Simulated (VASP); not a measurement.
# RuS3 (Pm-3m) in VASP: a series of runs

The runs below take RuS3 through single point, relaxation of cell and atoms, with r2SCAN.

Program: VASP 6.6.1. These are calculated values, not measurements. Logs are shortened: lines on timing, memory, paths and dates and some standing lists are left out, and cuts for length are marked.

### 1 The cell of the first run

It takes space group Pm-3m (No. 221, cubic). Conventional cell: a = 3.913 Å, b = 3.913 Å, c = 3.913 Å, α = 90.00°, β = 90.00°, γ = 90.00°. Within 3.6 Å of Ru (site symmetry m-3m) lie 12 S at 2.77 Å. S (site symmetry 4/mmm) has 4 Ru at 2.77 Å and 8 S at 2.77 Å within 3.6 Å.

### 2 Single point, r2SCAN, collinear spin, ferromagnetic start

Input file POSCAR:

```
RuS3
1.0
    3.9127082417      0.0000000000      0.0000000000
    0.0000000000      3.9127082417      0.0000000000
    0.0000000000      0.0000000000      3.9127082417
Ru S
1 3
Direct
    0.0000000000      0.0000000000      0.0000000000
    0.0000000000      0.5000000000      0.5000000000
    0.5000000000      0.0000000000      0.5000000000
    0.5000000000      0.5000000000      0.0000000000
```

Input file INCAR.step1:

```
SYSTEM = RuS3
PREC     = Accurate       ! precision mode
ENCUT    = 520            ! plane-wave cutoff, eV
ISMEAR   = 0              ! smearing method
SIGMA    = 0.1            ! smearing width, eV
LREAL    = .False.        ! projectors in reciprocal space
LASPH    = .True.         ! aspherical terms in the spheres
NELM     = 150            ! most SCF steps
ISPIN    = 2              ! spin polarisation
MAGMOM   = 2.27 0 0 0     ! initial moments
LMAXMIX  = 4              ! l up to which the mixer works
NBANDS   = 28             ! bands
GGA      = PE             ! functional
ALGO     = Normal         ! electronic algorithm
EDIFF    = 1E-4           ! SCF threshold, eV
LWAVE    = .True.         ! write WAVECAR
LCHARG   = .False.        ! write CHGCAR
```

Input file INCAR.step2:

```
SYSTEM = RuS3
PREC     = Accurate       ! precision mode
ENCUT    = 520            ! plane-wave cutoff, eV
EDIFF    = 1E-6           ! SCF threshold, eV
ISMEAR   = 0              ! smearing method
SIGMA    = 0.1            ! smearing width, eV
LREAL    = .False.        ! projectors in reciprocal space
LASPH    = .True.         ! aspherical terms in the spheres
NELM     = 150            ! most SCF steps
ALGO     = Normal         ! electronic algorithm
ISIF     = 2              ! what is computed and relaxed
LWAVE    = .False.        ! write WAVECAR
LCHARG   = .False.        ! write CHGCAR
ISPIN    = 2              ! spin polarisation
MAGMOM   = 2.27 0 0 0     ! initial moments
LORBIT   = 11             ! projections on sites
LMAXMIX  = 4              ! l up to which the mixer works
METAGGA  = R2SCAN         ! meta-GGA
LMIXTAU  = .True.       
NBANDS   = 28             ! bands
ISTART   = 1
```

Input file KPOINTS:

```
regular mesh
0
Gamma
  4 4 4
  0 0 0
```

Potentials or basis: VASP PAW PBE potentials, release 64 (Ru_pv, S).

On the command line:

```console
cat potpaw_PBE.64/Ru_pv/POTCAR potpaw_PBE.64/S/POTCAR > POTCAR
cp INCAR.step1 INCAR
mpirun -np 1 vasp_std > vasp.out
cp INCAR.step2 INCAR
mpirun -np 1 vasp_std > vasp.out
```

OUTCAR:

```text
SYSTEM = RuS3
   PREC = Accurate
   ENCUT = 520
   EDIFF = 1E-6
   ISMEAR = 0
   LREAL = .False.
   LASPH = .True.
   NELM = 150
   ISIF = 2
   ISPIN = 2
   LORBIT = 11
   METAGGA = R2SCAN
   ISTART = 1

 ion  position               nearest neighbor table
   1  0.000  0.000  0.000-   2 2.77   3 2.77   4 2.77   2 2.77   3 2.77   2 2.77   4 2.77   2 2.77
                             3 2.77   4 2.77   3 2.77   4 2.77
   2  0.000  0.500  0.500-   1 2.77   3 2.77   4 2.77   1 2.77   4 2.77   1 2.77   3 2.77   1 2.77
                             3 2.77   4 2.77   4 2.77   3 2.77
   3  0.500  0.000  0.500-   1 2.77   2 2.77   4 2.77   1 2.77   4 2.77   2 2.77   4 2.77   4 2.77
                             1 2.77   2 2.77   1 2.77   2 2.77
   4  0.500  0.500  0.000-   1 2.77   2 2.77   3 2.77   2 2.77   3 2.77   1 2.77   3 2.77   3 2.77
                             1 2.77   2 2.77   2 2.77   1 2.77

  LATTYP: Found a simple cubic cell.
 ALAT       =     3.9127082417

  Lattice vectors:

 A1 = (   3.9127082417,   0.0000000000,   0.0000000000)
 A2 = (   0.0000000000,   3.9127082417,   0.0000000000)
 A3 = (   0.0000000000,   0.0000000000,   3.9127082417)

Analysis of symmetry for initial positions (statically):
=====================================================================
 Subroutine PRICEL returns:
 Original cell was already a primitive cell.

 Routine SETGRP: Setting up the symmetry group for a
 simple cubic supercell.

 Subroutine GETGRP returns: Found 48 space group operations
 (whereof 48 operations were pure point group operations)
 out of a pool of 48 trial point group operations.

The static configuration has the point symmetry O_h .

Analysis of symmetry for dynamics (positions and initial velocities):
=====================================================================
 Subroutine PRICEL returns:
 Original cell was already a primitive cell.

 Routine SETGRP: Setting up the symmetry group for a
 simple cubic supercell.

 Subroutine GETGRP returns: Found 48 space group operations
 (whereof 48 operations were pure point group operations)
 out of a pool of 48 trial point group operations.

The dynamic configuration has the point symmetry O_h .

Analysis of structural, dynamic, and magnetic symmetry:
=====================================================================
 Subroutine PRICEL returns:
 Original cell was already a primitive cell.

 Routine SETGRP: Setting up the symmetry group for a
 simple cubic supercell.

 Subroutine GETGRP returns: Found 48 space group operations
 (whereof 48 operations were pure point group operations)
 out of a pool of 48 trial point group operations.

[... 119 lines left out ...]
   LRPA    =     F    only Hartree local field effects (RPA)
 spin polarized calculation
 Gauss-broadening in eV      SIGMA  =   0.10
  energy-cutoff  :      520.00
  volume of cell :       59.90
 maximum number of plane-waves:      1640
 NGX is ok and might be reduce to    30
   NGX = 15   NGY = 15   NGZ = 15

 number of electron      31.9999997 magnetization       0.5322463

 Free energy of the ion-electron system (eV)
  ---------------------------------------------------
  ext. energy  EPLUGINS =         0.00000000
  ---------------------------------------------------
  free energy    TOTEN  =       -44.72183306 eV

  energy without entropy =      -44.70918833  energy(sigma->0) =      -44.71551070

 E-fermi :   9.3550     XC(G=0): -12.6396

 val. band max:        9.3335279609   @ k =   0.5000   0.2500   0.0000
 cond. band min:       9.4816353892   @ k =   0.2500   0.2500   0.2500
 fundamental gap:      0.1481074282
 Fermi energy:         9.3549936256

 spin component 1

 k-point     1 :       0.0000    0.0000    0.0000
  band No.  band energies     occupation
      1     -34.7384      1.00000
      2     -34.7384      1.00000
      3     -34.7384      1.00000
      4      -8.3544      1.00000
      5      -2.7999      1.00000
      6      -2.7999      1.00000
[... 299 lines left out ...]
     27      20.4833      0.00000
     28      20.4833      0.00000
 Fermi energy:         9.3549936256

 spin component 2

 k-point     1 :       0.0000    0.0000    0.0000
  band No.  band energies     occupation
      1     -34.2151      1.00000
      2     -34.2151      1.00000
      3     -34.2151      1.00000
      4      -8.3503      1.00000
      5      -2.8044      1.00000
      6      -2.8044      1.00000
[... 299 lines left out ...]
     27      20.4856      0.00000
     28      20.4856      0.00000

------------------------ aborting loop because EDIFF is reached ----------------------------------------

  FORCE on cell =-STRESS in cart. coord.  units (eV):
  Direction    XX          YY          ZZ          XY          YZ          ZX
  --------------------------------------------------------------------------------------
  -------------------------------------------------------------------------------------
  Total        0.1132536      0.1132536      0.1132536     -0.0000000      0.0000000      0.0000000
  in kB        3.0292168      3.0292168      3.0292168     -0.0000000      0.0000000      0.0000000
  external PRESSURE =       3.0292168 kB  Pullay stress =       0.0000000 kB

 VOLUME and BASIS-vectors are now :
 -----------------------------------------------------------------------------
  energy-cutoff  :      520.00
  volume of cell :       59.90
      direct lattice vectors                 reciprocal lattice vectors
     3.912708242  0.000000000  0.000000000     0.255577451  0.000000000  0.000000000
     0.000000000  3.912708242  0.000000000     0.000000000  0.255577451  0.000000000
     0.000000000  0.000000000  3.912708242     0.000000000  0.000000000  0.255577451

 POSITION                                       TOTAL-FORCE (eV/Angst)
 -----------------------------------------------------------------------------------
      0.00000      0.00000      0.00000         0.000000      0.000000      0.000000
      0.00000      1.95635      1.95635         0.000000      0.000000      0.000000
      1.95635      0.00000      1.95635         0.000000      0.000000      0.000000
      1.95635      1.95635      0.00000         0.000000      0.000000      0.000000
 -----------------------------------------------------------------------------------
    total drift:                                0.000000      0.000000     -0.000000

  FREE ENERGIE OF THE ION-ELECTRON SYSTEM (eV)
  ---------------------------------------------------
  free  energy   TOTEN  =       -44.7218330626 eV

  energy  without entropy=      -44.7091883307  energy(sigma->0) =      -44.71551070

 total charge

# of ion       s       p       d       tot
------------------------------------------
    1        0.190   6.111   6.060  12.360
    2        1.430   2.106   0.000   3.536
    3        1.430   2.106   0.000   3.536
    4        1.430   2.106   0.000   3.536
--------------------------------------------------
tot          4.480  12.429   6.060  22.968

 magnetization (x)

# of ion       s       p       d       tot
------------------------------------------
    1        0.001   0.007   0.498   0.506
    2        0.003  -0.005   0.000  -0.002
    3        0.003  -0.005   0.000  -0.002
    4        0.003  -0.005   0.000  -0.002
--------------------------------------------------
tot          0.010  -0.009   0.498   0.499
```

It took 56 s on 1 thread of Intel Xeon 6975P-C (Granite Rapids), shared host; peak memory 0.2 GiB.

Results:

```yaml
Free_energy: -44.7218 eV
Pressure: 0.3 GPa
Net_moment: 0.53 μB per cell
Site_moments: Ru +0.51; S -0.00 μB
Valence_electrons_inside_the_program's_atomic_spheres: Ru 12.36; S 3.54
```

Caveat: the k points lie up to 0.40 Å⁻¹ apart; an empty level that is flat over the whole mesh can mark a ghost state of the potentials, or a narrow d or f band; the PAW data sets were made with another functional, which shifts forces and pressure a little.

### 3 Relaxation of cell and atoms, r2SCAN, collinear spin, ferromagnetic start

This run uses another cell than the first one, of 18.59 Å³/atom.

Input file POSCAR:

```
RuS3
1.0
    4.2054450665      0.0000000000      0.0000000000
    0.0000000000      4.2054450665      0.0000000000
    0.0000000000      0.0000000000      4.2054450665
Ru S
1 3
Direct
    0.0000000000      0.0000000000      0.0000000000
    0.0000000000      0.5000000000      0.5000000000
    0.5000000000      0.0000000000      0.5000000000
    0.5000000000      0.5000000000      0.0000000000
```

Input file INCAR.step1:

```
SYSTEM = RuS3
ALGO     = Normal         ! electronic algorithm
EDIFF    = 1E-4           ! SCF threshold, eV
ENCUT    = 600            ! plane-wave cutoff, eV
GGA      = PE             ! functional
ISMEAR   = 0              ! smearing method
ISPIN    = 2              ! spin polarisation
LASPH    = .TRUE.         ! aspherical terms in the spheres
LCHARG   = .FALSE.        ! write CHGCAR
LMAXMIX  = 4              ! l up to which the mixer works
LREAL    = .FALSE.        ! projectors in reciprocal space
LWAVE    = .TRUE.         ! write WAVECAR
MAGMOM   = 2.27 0 0 0     ! initial moments
NELM     = 150            ! most SCF steps
PREC     = Accurate       ! precision mode
SIGMA    = 0.1            ! smearing width, eV
```

Input file INCAR.step2:

```
SYSTEM = RuS3
ALGO     = Normal         ! electronic algorithm
EDIFF    = 1E-6           ! SCF threshold, eV
EDIFFG   = -0.04          ! ionic threshold
ENCUT    = 600            ! plane-wave cutoff, eV
IBRION   = 2              ! ionic algorithm
ISIF     = 3              ! what is computed and relaxed
ISMEAR   = 0              ! smearing method
ISPIN    = 2              ! spin polarisation
ISTART   = 1            
LASPH    = .TRUE.         ! aspherical terms in the spheres
LCHARG   = .FALSE.        ! write CHGCAR
LMAXMIX  = 4              ! l up to which the mixer works
LMIXTAU  = .TRUE.       
LORBIT   = 11             ! projections on sites
LREAL    = .FALSE.        ! projectors in reciprocal space
LWAVE    = .FALSE.        ! write WAVECAR
MAGMOM   = 2.27 0 0 0     ! initial moments
METAGGA  = R2SCAN         ! meta-GGA
NELM     = 150            ! most SCF steps
NSW      = 90             ! ionic steps
PREC     = Accurate       ! precision mode
SIGMA    = 0.1            ! smearing width, eV
```

Input file KPOINTS:

```
k-points
0
G
  4 4 4
  0 0 0
```

Potentials or basis: VASP PAW PBE potentials, release 64 (Ru_pv, S).

On the command line:

```console
cat potpaw_PBE.64/Ru_pv/POTCAR potpaw_PBE.64/S/POTCAR > POTCAR
cp INCAR.step1 INCAR
mpirun -np 1 vasp_std > vasp.out
cp INCAR.step2 INCAR
mpirun -np 1 vasp_std > vasp.out
```

Run time: 2.8 min. Hardware: 1 thread of Intel Xeon 6975P-C (Granite Rapids), shared host; peak memory 0.29 GiB.

The run converged. Its results:

* Free energy: -44.7245 eV
* Relaxed volume: 15.01 Å³/atom
* Relaxed cell: a = 3.916 Å, b = 3.916 Å, c = 3.916 Å, α = 90.00°, β = 90.00°, γ = 90.00°
* Space group after relaxing (to 0.1 Å): Pm-3m (No. 221)
* Energy gained by relaxing: 143.8 meV/atom
* Ionic steps: 3
* Pressure after relaxing: 0.1 GPa
* Net moment: 0.55 μB per cell
* Site moments: Ru +0.52; S -0.00 μB
* Valence electrons inside the program's atomic spheres: Ru 12.36; S 3.54

Step by step:
```csv
step,energy change (eV),largest force (eV/Å),pressure (GPa),volume (Å³)
1,0.0000,0.0000,-11.73,74.38
2,-0.5742,0.0000,-0.72,60.67
3,-0.5753,0.0000,0.13,60.04
```

Final structure:
```
Ru S
1.0
     3.91565    0.00000    0.00000
     0.00000    3.91565    0.00000
     0.00000    0.00000    3.91565
Ru S
1 3
Direct
  0.00000 0.00000 0.00000
  0.00000 0.50000 0.50000
  0.50000 0.00000 0.50000
  0.50000 0.50000 0.00000
```

Levels at points of the mesh, in eV from the Fermi level:
Spin up:
| k point | band 12 | band 13 | band 14 | band 15 | band 16 | band 17 | band 18 | band 19 | band 20 | band 21 |
| --- | --- | --- | --- | --- | --- | --- | --- | --- | --- | --- |
| (0.00, 0.00, 0.00) | -2.14 | -1.69 | -1.69 | -1.64 | -1.64 | -1.64 | 0.92 | 1.22 | 1.22 | 1.22 |
| (0.50, 0.00, 0.00) | -3.68 | -2.52 | -1.99 | -1.12 | -1.12 | -1.08 | 1.63 | 1.93 | 1.93 | 5.58 |
| (0.50, 0.50, 0.00) | -3.16 | -3.16 | -1.69 | -1.16 | -1.02 | 1.28 | 1.28 | 1.47 | 2.58 | 5.53 |
| (0.50, 0.50, 0.50) | -1.16 | -0.99 | -0.99 | -0.99 | 0.17 | 1.54 | 1.54 | 1.54 | 1.72 | 1.72 |
Spin down:
| k point | band 12 | band 13 | band 14 | band 15 | band 16 | band 17 | band 18 | band 19 | band 20 | band 21 |
| --- | --- | --- | --- | --- | --- | --- | --- | --- | --- | --- |
| (0.00, 0.00, 0.00) | -1.68 | -1.52 | -1.52 | -1.51 | -1.51 | -1.51 | 1.03 | 1.25 | 1.25 | 1.25 |
| (0.50, 0.00, 0.00) | -3.69 | -2.48 | -1.35 | -0.88 | -0.81 | -0.81 | 1.76 | 2.26 | 2.26 | 5.65 |
| (0.50, 0.50, 0.00) | -3.18 | -3.18 | -1.54 | -0.97 | -0.34 | 1.54 | 1.80 | 1.80 | 2.59 | 5.59 |
| (0.50, 0.50, 0.50) | -0.95 | -0.30 | -0.30 | -0.30 | 0.30 | 1.51 | 1.51 | 1.51 | 1.79 | 1.79 |

Caveat: the k points lie up to 0.40 Å⁻¹ apart in the final cell; the volume moved by over 15 % at a fixed basis, so the end points are rough; the PAW data sets were made with another functional, which shifts forces and pressure a little.
